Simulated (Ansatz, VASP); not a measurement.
# Pb: VASP beside Ansatz

Contents of INCAR:

```
SYSTEM = Pb
PREC = Accurate
ENCUT = 520
EDIFF = 1E-6
ISMEAR = 0
SIGMA = 0.15
LREAL = .FALSE.
LASPH = .TRUE.
NELM = 60
ALGO = Fast
ISIF = 2
LWAVE = .FALSE.
LCHARG = .FALSE.
GGA = PS
NBANDS = 13
```

The input KPOINTS:

```
regular mesh
0
G
  18 18 18
  0 0 0
```

The input POSCAR:

```
Pb
1.0
   -1.9796595667      1.9796595667      1.8806765884
    1.9796595667     -1.9796595667      1.8806765884
    1.9796595667      1.9796595667     -1.8806765884
Pb
1
Direct
    0.0000000000      0.0000000000      0.0000000000
```

Input for Ansatz:

```yaml
crystal:
  lattice:
    - [-1.9796595667, 1.9796595667, 1.8806765884]
    - [1.9796595667, -1.9796595667, 1.8806765884]
    - [1.9796595667, 1.9796595667, -1.8806765884]
  atoms:
    - { symbol: Pb, position: [0.0, 0.0, 0.0] }
basis:
  ecutwfc: 420
kpoints:
  mp_grid: { grid: [18, 18, 18] }
hamiltonian:
  xc: pbesol
scf:
  occupations: { method: gaussian, width: 0.15 }
output:
  forces: true
  stress: true
  eigenvalues: true
```

Change from the starting cell: strain +0.000 along x and y, -0.050 along z, atoms carried along.

Alike in both runs: task single point; functional PBEsol; k mesh 18 × 18 × 18; occupations gaussian, width 0.15 eV; no spin polarisation.

```csv
,VASP,Ansatz
version,VASP 6.6.1,Ansatz 0.2.0
potentials or method,"VASP PAW PBE potentials, release 64 (Pb_d), cutoff 520 eV","scalar-relativistic, plane waves, PAW"
valence electrons in the cell,14,14
```

|  | VASP | Ansatz | Ansatz less VASP |
| --- | --- | --- | --- |
| gap on the k mesh at the Fermi level (eV) | none | none | - |
| pressure (GPa) | 0.7 | 0.7 | +0.02 |
| traceless stress, the component that is largest in VASP (GPa) | -0.65 | -0.65 | -0.001 |

VASP's potentials were made for PBE, not for PBEsol. A gap of «none» marks a metal or a gap that the smearing closes. With one functional, cell and mesh, what is left measures potentials, basis and numerics.

Neither program's run includes spin-orbit coupling.
